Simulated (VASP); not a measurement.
# RuCl (R-3m) in VASP: notebook

RuCl is run at these levels: PBE; tasks: single point, relaxation of cell and atoms.

Everything below comes from runs of VASP 6.6.1. Logs are shortened: lines on timing, memory, paths and dates and some standing lists are left out, and cuts for length are marked.

### 1 The cell of the first run

It takes space group R-3m (No. 166, trigonal). The conventional cell has a = 2.977 Å, b = 2.977 Å, c = 11.599 Å, α = 90.00°, β = 90.00°, γ = 120.00°. Within 3.4 Å of Ru (site symmetry -3m) lie 6 Cl at 2.59 Å and 6 Ru at 2.98 Å. Cl (site symmetry -3m) has 6 Ru at 2.59 Å and 6 Cl at 2.98 Å within 3.4 Å.

The cell was generated, and may not be a known phase.

### 2 Single point, PBE, collinear spin, ferromagnetic start

The input, INCAR:

```
PREC     = Accurate       # precision mode
ENCUT    = 520            # plane-wave cutoff, eV
EDIFF    = 1E-7           # SCF threshold, eV
ISMEAR   = 0              # smearing method
SIGMA    = 0.1            # smearing width, eV
LREAL    = False          # projectors in reciprocal space
LASPH    = True           # aspherical terms in the spheres
NELM     = 150            # most SCF steps
ALGO     = Normal         # electronic algorithm
ISIF     = 2              # what is computed and relaxed
LWAVE    = False          # write WAVECAR
LCHARG   = True           # write CHGCAR
ISPIN    = 2              # spin polarisation
MAGMOM   = 1 0            # initial moments
LORBIT   = 11             # projections on sites
LMAXMIX  = 4              # l up to which the mixer works
GGA      = PE             # functional
LELF     = True           # ELF
LVHAR    = True         
NBANDS   = 22             # bands
```

The input, KPOINTS:

```
Automatic mesh
0
Gamma
  6 6 6
```

The input, POSCAR:

```
RuCl
1.0
    1.4885600343      0.8594205365      3.8663323184
   -1.4885600343      0.8594205365      3.8663323184
    0.0000000000     -1.7188410730      3.8663323184
Ru Cl
1 1
Direct
    0.0000000000      0.0000000000      0.0000000000
    0.5000000000      0.5000000000      0.5000000000
```

Potentials or basis: VASP PAW PBE potentials, release 64 (Ru_pv, Cl).

Run with:

```console
> cat potpaw_PBE.64/Ru_pv/POTCAR potpaw_PBE.64/Cl/POTCAR > POTCAR
> mpirun -np 1 vasp_std > vasp.out
```

OUTCAR:

```text
PREC = Accurate
   ENCUT = 520
   EDIFF = 1E-7
   ISMEAR = 0
   LREAL = False
   LASPH = True
   NELM = 150
   ISIF = 2
   ISPIN = 2
   LORBIT = 11
   GGA = PE

 ion  position               nearest neighbor table
   1  0.000  0.000  0.000-   2 2.59   2 2.59   2 2.59   2 2.59   2 2.59   2 2.59
   2  0.500  0.500  0.500-   1 2.59   1 2.59   1 2.59   1 2.59   1 2.59   1 2.59

  LATTYP: Found a trigonal (rhomboedric) cell.
 ALAT       =     4.2311866220
 COS(alpha) =     0.7524640146

  Lattice vectors:

 A1 = (   1.4885600343,   0.8594205365,   3.8663323184)
 A2 = (  -1.4885600343,   0.8594205365,   3.8663323184)
 A3 = (   0.0000000000,  -1.7188410730,   3.8663323184)

Analysis of symmetry for initial positions (statically):
=====================================================================
 Subroutine PRICEL returns:
 Original cell was already a primitive cell.

 Routine SETGRP: Setting up the symmetry group for a
 trigonal (rhombohedral) supercell.

 Subroutine GETGRP returns: Found 12 space group operations
 (whereof 12 operations were pure point group operations)
 out of a pool of 12 trial point group operations.

The static configuration has the point symmetry D_3d.

Analysis of symmetry for dynamics (positions and initial velocities):
=====================================================================
 Subroutine PRICEL returns:
 Original cell was already a primitive cell.

 Routine SETGRP: Setting up the symmetry group for a
 trigonal (rhombohedral) supercell.

 Subroutine GETGRP returns: Found 12 space group operations
 (whereof 12 operations were pure point group operations)
 out of a pool of 12 trial point group operations.

The dynamic configuration has the point symmetry D_3d.

Analysis of structural, dynamic, and magnetic symmetry:
=====================================================================
 Subroutine PRICEL returns:
 Original cell was already a primitive cell.

 Routine SETGRP: Setting up the symmetry group for a
 trigonal (rhombohedral) supercell.

 Subroutine GETGRP returns: Found 12 space group operations
 (whereof 12 operations were pure point group operations)
 out of a pool of 12 trial point group operations.

The overall configuration has the point symmetry D_3d.

 Subroutine INISYM returns: Found 12 space group operations
 (whereof 12 operations are pure point group operations),
 and found     1 'primitive' translations

----------------------------------------------------------------------------------------

                                     Primitive cell

  volume of cell :      29.6772

  direct lattice vectors                    reciprocal lattice vectors
     1.488560034  0.859420537  3.866332318     0.335895086  0.193929118  0.086214351
    -1.488560034  0.859420537  3.866332318    -0.335895086  0.193929118  0.086214351
     0.000000000 -1.718841073  3.866332318     0.000000000 -0.387858236  0.086214351

  length of vectors
     4.231186622  4.231186622  4.231186622     0.397324711  0.397324711  0.397324711

  position of ions in fractional coordinates (direct lattice)
     0.000000000  0.000000000  0.000000000
     0.500000000  0.500000000  0.500000000

  ion indices of the primitive-cell ions
   primitive index   ion index
                 1           1
                 2           2

----------------------------------------------------------------------------------------

 KPOINTS: Automatic mesh

Automatic generation of k-mesh.
 Grid dimensions read from file:
 generate k-points for:    6    6    6

 Generating k-lattice:

  Cartesian coordinates                     Fractional coordinates (reciprocal lattice)
     0.055982514  0.032321520  0.014369059     0.166666667  0.000000000  0.000000000
    -0.055982514  0.032321520  0.014369059     0.000000000  0.166666667  0.000000000
     0.000000000 -0.064643039  0.014369059     0.000000000  0.000000000  0.166666667

  Length of vectors
     0.066220785  0.066220785  0.066220785

  Shift w.r.t. Gamma in fractional coordinates (k-lattice)
     0.000000000  0.000000000  0.000000000

 Subroutine IBZKPT returns following result:
 ===========================================

 Found     32 irreducible k-points:

 Following reciprocal coordinates:
            Coordinates               Weight
  0.000000  0.000000  0.000000      1.000000
  0.166667  0.000000  0.000000      6.000000
  0.333333  0.000000  0.000000      6.000000
  0.500000  0.000000  0.000000      3.000000
  0.166667  0.166667  0.000000      6.000000
  0.333333  0.166667  0.000000     12.000000
[... 16 lines left out ...]
  0.500000  0.500000  0.166667      6.000000
 -0.333333  0.500000  0.166667     12.000000
 [... further k-points ...]
   k-points           NKPTS =     32   k-points in BZ     NKDIM =     32   number of bands    NBANDS=     22
   number of dos      NEDOS =    301   number of ions     NIONS =      2
   total plane-waves  NPLWV =  32768
   dimension x,y,z NGX =    32 NGY =   32 NGZ =   32
   dimension x,y,z NGXF=    64 NGYF=   64 NGZF=   64
   ions per type =               1   1
   NGX,Y,Z   is equivalent  to a cutoff of  12.57, 12.57, 12.57 a.u.
   NGXF,Y,Z  is equivalent  to a cutoff of  25.15, 25.15, 25.15 a.u.
 SYSTEM =  unknown system
   PREC   = accura    normal or accurate (medium, high low for compatibility)
   ISTART =      0    job   : 0-new  1-cont  2-samecut
   ICHARG =      2    charge: 1-file 2-atom 10-const
   ISPIN  =      2    spin polarized calculation?
   LNONCOLLINEAR =      F non collinear calculations
   LSORBIT =      F    spin-orbit coupling
   LASPH  =      T    aspherical Exc in radial PAW
   ENCUT  =  520.0 eV  38.22 Ry    6.18 a.u.   7.87  7.87  7.87*2*pi/ulx,y,z
   NELM   =    150;   NELMIN=  2; NELMDL= -5     # of ELM steps
   EDIFF  = 0.1E-06   stopping-criterion for ELM
   LREAL  =      F    real-space projection
   EDIFFG = 0.1E-05   stopping-criterion for IOM
   NSW    =      0    number of steps for IOM
   IBRION =     -1    ionic relax: 0-MD 1-quasi-New 2-CG
   NFREE  =      0    steps in history (QN), initial steepest desc. (CG)
   ISIF   =      2    stress and relaxation
   ISYM   =      2    0-nonsym 1-usesym 2-fastsym
   POTIM  = 0.5000    time-step for ionic-motion
   TEBEG  =    0.0;   TEEND  =   0.0 temperature during run
   PSTRESS=    0.0 pullay stress
   NELECT =      21.0000    total number of electrons
   NUPDOWN=      -1.0000    fix difference up-down
   EMIN   =  10.00;   EMAX   =-10.00  energy-range for DOS
   EFERMI =   0.00;   METHOD = LEGACY
   ISMEAR =     0;   SIGMA  =   0.10  broadening in eV -4-tet -1-fermi 0-gaus
   EFERMI_NEDOS =   21; number of points for ismear=-14 and -15
   IALGO  =     38    algorithm
   IMIX   =      4    mixing-type and parameters
     AMIX     =   0.40;   BMIX     =  1.00
     AMIX_MAG =   1.60;   BMIX_MAG =  1.00
  volume/ion in A,a.u.               =      14.84       100.14
  Fermi-wavevector in a.u.,A,eV,Ry     =   1.458838  2.756804 28.956035  2.128209
  Thomas-Fermi vector in A             =   2.575476
   LORBIT       =     11    0 simple, 1 ext, 2 COOP (PROOUT), +10 PAW based schemes
   GGA     = PE    functional components
   LHFCALC =     F    Hartree Fock is set to
   AEXX    =    0.0000 exact exchange contribution
   IVDW    =     0    specifies the selected vdW correction
   LEPSILON=     F    determine dielectric tensor
   LRPA    =     F    only Hartree local field effects (RPA)
 spin polarized calculation
 Gauss-broadening in eV      SIGMA  =   0.10
  energy-cutoff  :      520.00
  volume of cell :       29.68
 maximum number of plane-waves:       819
   NGX = 15   NGY = 15   NGZ = 15

 number of electron      21.0000002 magnetization       0.0010558

 Free energy of the ion-electron system (eV)
  ---------------------------------------------------
  ext. energy  EPLUGINS =         0.00000000
  ---------------------------------------------------
  free energy    TOTEN  =        -9.65473179 eV

  energy without entropy =       -9.63856992  energy(sigma->0) =       -9.64665086

 E-fermi :  10.0931     XC(G=0): -12.4298

 val. band max:       10.0684422952   @ k =   0.5000   0.5000   0.3333
 cond. band min:      10.1279089019   @ k =  -0.1667   0.5000   0.1667
 fundamental gap:      0.0594666067
 Fermi energy:        10.0930935236

 spin component 1

 k-point     1 :       0.0000    0.0000    0.0000
  band No.  band energies     occupation
      1     -32.4684      1.00000
      2     -32.2663      1.00000
      3     -32.2663      1.00000
      4      -8.6801      1.00000
      5       3.5875      1.00000
      6       5.7710      1.00000
[... 14 lines left out ...]
     21      26.5709      0.00000
     22      29.2700      0.00000

 k-point     2 :       0.1667    0.0000    0.0000
  band No.  band energies     occupation
      1     -32.4584      1.00000
      2     -32.3404      1.00000
      3     -32.2840      1.00000
      4      -8.2954      1.00000
      5       3.2450      1.00000
      6       5.3813      1.00000
[... 14 lines left out ...]
     21      28.7537      0.00000
     22      30.4429      0.00000

 k-point     3 :       0.3333    0.0000    0.0000
  band No.  band energies     occupation
      1     -32.4865      1.00000
      2     -32.4380      1.00000
      3     -32.3193      1.00000
      4      -7.3699      1.00000
      5       2.4993      1.00000
      6       2.7395      1.00000
[... 14 lines left out ...]
     21      28.8198      0.00000
     22      31.6186      0.00000
[... 476 lines left out ...]
 k-point    23 :       0.5000    0.5000    0.1667
  band No.  band energies     occupation
      1     -32.4849      1.00000
      2     -32.4438      1.00000
      3     -32.3200      1.00000
      4      -7.3859      1.00000
      5       2.9918      1.00000
      6       3.2528      1.00000
[... 14 lines left out ...]
     21      28.2944      0.00000
     22      28.5801      0.00000

 k-point    24 :      -0.3333    0.5000    0.1667
  band No.  band energies     occupation
      1     -32.5198      1.00000
      2     -32.4313      1.00000
      3     -32.3754      1.00000
      4      -6.9605      1.00000
      5       2.5805      1.00000
      6       3.5103      1.00000
[... 14 lines left out ...]
     21      28.7337      0.00000
     22      30.9370      0.00000

 [... further k-points ...]

 spin component 2

 k-point     1 :       0.0000    0.0000    0.0000
  band No.  band energies     occupation
      1     -32.4677      1.00000
      2     -32.2655      1.00000
      3     -32.2655      1.00000
      4      -8.6798      1.00000
      5       3.5879      1.00000
      6       5.7714      1.00000
[... 14 lines left out ...]
     21      26.5710      0.00000
     22      29.2702      0.00000

 k-point     2 :       0.1667    0.0000    0.0000
  band No.  band energies     occupation
      1     -32.4577      1.00000
      2     -32.3396      1.00000
      3     -32.2832      1.00000
      4      -8.2951      1.00000
      5       3.2453      1.00000
      6       5.3814      1.00000
[... 14 lines left out ...]
     21      28.7539      0.00000
     22      30.4429      0.00000

 k-point     3 :       0.3333    0.0000    0.0000
  band No.  band energies     occupation
      1     -32.4857      1.00000
      2     -32.4373      1.00000
      3     -32.3185      1.00000
      4      -7.3696      1.00000
      5       2.4995      1.00000
      6       2.7398      1.00000
[... 14 lines left out ...]
     21      28.8200      0.00000
     22      31.6188      0.00000
[... 476 lines left out ...]
 k-point    23 :       0.5000    0.5000    0.1667
  band No.  band energies     occupation
      1     -32.4842      1.00000
      2     -32.4431      1.00000
      3     -32.3192      1.00000
      4      -7.3856      1.00000
      5       2.9920      1.00000
      6       3.2530      1.00000
[... 14 lines left out ...]
     21      28.2945      0.00000
     22      28.5805      0.00000

 k-point    24 :      -0.3333    0.5000    0.1667
  band No.  band energies     occupation
      1     -32.5190      1.00000
      2     -32.4306      1.00000
      3     -32.3746      1.00000
      4      -6.9601      1.00000
      5       2.5805      1.00000
      6       3.5106      1.00000
[... 14 lines left out ...]
     21      28.7340      0.00000
     22      30.9373      0.00000

 [... further k-points ...]

------------------------ aborting loop because EDIFF is reached ----------------------------------------

  FORCE on cell =-STRESS in cart. coord.  units (eV):
  Direction    XX          YY          ZZ          XY          YZ          ZX
  --------------------------------------------------------------------------------------
  -------------------------------------------------------------------------------------
  Total        0.0219003      0.0219003      0.0525475      0.0000000      0.0000000      0.0000000
  in kB        1.1823278      1.1823278      2.8368721      0.0000000      0.0000000      0.0000000
  external PRESSURE =       1.7338426 kB  Pullay stress =       0.0000000 kB

 VOLUME and BASIS-vectors are now :
 -----------------------------------------------------------------------------
  energy-cutoff  :      520.00
  volume of cell :       29.68
      direct lattice vectors                 reciprocal lattice vectors
     1.488560034  0.859420537  3.866332318     0.335895086  0.193929118  0.086214351
    -1.488560034  0.859420537  3.866332318    -0.335895086  0.193929118  0.086214351
     0.000000000 -1.718841073  3.866332318     0.000000000 -0.387858236  0.086214351

 POSITION                                       TOTAL-FORCE (eV/Angst)
 -----------------------------------------------------------------------------------
      0.00000      0.00000      0.00000         0.000000      0.000000     -0.000000
      0.00000      0.00000      5.79950         0.000000     -0.000000      0.000000
 -----------------------------------------------------------------------------------
    total drift:                               -0.000000     -0.000000     -0.000000

  FREE ENERGIE OF THE ION-ELECTRON SYSTEM (eV)
  ---------------------------------------------------
  free  energy   TOTEN  =        -9.6547317949 eV

  energy  without entropy=       -9.6385699188  energy(sigma->0) =       -9.64665086

 total charge

# of ion       s       p       d       tot
------------------------------------------
    1        0.233   6.150   6.048  12.431
    2        1.636   3.369   0.000   5.005
--------------------------------------------------
tot          1.868   9.520   6.048  17.436

 magnetization (x)

# of ion       s       p       d       tot
------------------------------------------
    1       -0.000   0.000   0.001   0.001
    2        0.000   0.000   0.000   0.000
--------------------------------------------------
tot          0.000   0.000   0.001   0.001
```

It took 33 s on 1 thread of Intel Xeon 6975P-C (Granite Rapids), shared host; peak memory 0.21 GiB.

What came out:

```yaml
Free_energy: -9.6547 eV
Pressure: 0.2 GPa
Net_moment: 0.00 μB per cell
Valence_electrons_inside_the_program's_atomic_spheres: Ru 12.43; Cl 5.00
```

Caveat: the k points lie up to 0.42 Å⁻¹ apart; an empty level that is flat over the whole mesh can mark a ghost state of the potentials, or a narrow d or f band.

### 3 Single point, PBE, collinear spin, ferromagnetic start

This run uses another cell than the first one, of 20.58 Å³/atom.

The input, INCAR:

```
ALGO     = Normal         # electronic algorithm
EDIFF    = 1E-6           # SCF threshold, eV
ENCUT    = 520            # plane-wave cutoff, eV
GGA      = PE             # functional
ISIF     = 2              # what is computed and relaxed
ISMEAR   = 0              # smearing method
ISPIN    = 2              # spin polarisation
LASPH    = True           # aspherical terms in the spheres
LCHARG   = False          # write CHGCAR
LMAXMIX  = 4              # l up to which the mixer works
LORBIT   = 11             # projections on sites
LREAL    = False          # projectors in reciprocal space
LWAVE    = False          # write WAVECAR
MAGMOM   = 1 0            # initial moments
NBANDS   = 22             # bands
NELM     = 150            # most SCF steps
PREC     = Accurate       # precision mode
SIGMA    = 0.1            # smearing width, eV
```

The input, KPOINTS:

```
k-points
0
Gamma
  6 6 6
```

The input, POSCAR:

```
RuCl
1.0
    1.5498506100      0.8948066700      4.9472372600
   -1.5498506100      0.8948066700      4.9472372600
    0.0000000000     -1.7896133400      4.9472372600
Ru Cl
1 1
Direct
    0.0000000000      0.0000000000      0.0000000000
    0.5000000000      0.5000000000      0.5000000000
```

Potentials or basis: VASP PAW PBE potentials, release 64 (Ru_pv, Cl).

Run with:

```console
> cat potpaw_PBE.64/Ru_pv/POTCAR potpaw_PBE.64/Cl/POTCAR > POTCAR
> mpirun -np 1 vasp_std > vasp.out
```

It took 89 s on 1 thread of Intel Xeon 6975P-C (Granite Rapids), shared host; peak memory 0.29 GiB.

It converged, with:

| Item | Value |
| --- | --- |
| Free energy | -8.6815 eV |
| Pressure | -9.4 GPa |
| Net moment | 3.07 μB per cell |
| Site moments | Ru +2.69; Cl +0.21 μB |
| Valence electrons inside the program's atomic spheres | Ru 12.10; Cl 5.03 |

Stress tensor (GPa, compression positive):
```
 -3.91   0.00   0.00
  0.00  -3.91   0.00
  0.00   0.00 -20.46
```

Levels at points of the mesh, in eV from the Fermi level:
Spin up:
```csv
k point,band 9,band 10,band 11,band 12,band 13,band 14,band 15,band 16
"(0.00, 0.00, 0.00)",-1.34,-1.34,-0.99,-0.41,-0.41,8.43,9.61,10.21
"(0.50, 0.00, 0.00)",-0.94,-0.48,-0.21,-0.13,2.23,5.93,6.32,8.45
"(0.50, 0.50, 0.00)",-1.72,-1.69,-1.43,-0.14,4.12,4.34,8.68,10.20
"(0.50, 0.50, 0.50)",-1.45,-1.45,-0.06,-0.06,2.33,4.60,9.26,10.20
```
Spin down:
```csv
k point,band 6,band 7,band 8,band 9,band 10,band 11,band 12,band 13
"(0.00, 0.00, 0.00)",-3.34,-0.41,-0.41,-0.14,-0.14,0.73,0.97,0.97
"(0.50, 0.00, 0.00)",-4.06,-1.89,-1.52,0.86,1.17,1.47,1.77,2.50
"(0.50, 0.50, 0.00)",-3.22,-2.28,-1.18,-0.87,0.30,0.56,1.76,4.41
"(0.50, 0.50, 0.50)",-2.11,-0.78,-0.78,0.09,0.09,1.26,1.26,3.47
```

Caveat: the k points lie up to 0.40 Å⁻¹ apart; an empty level that is flat over the whole mesh can mark a ghost state of the potentials, or a narrow d or f band.

(Part 1 of 2 ends here.)
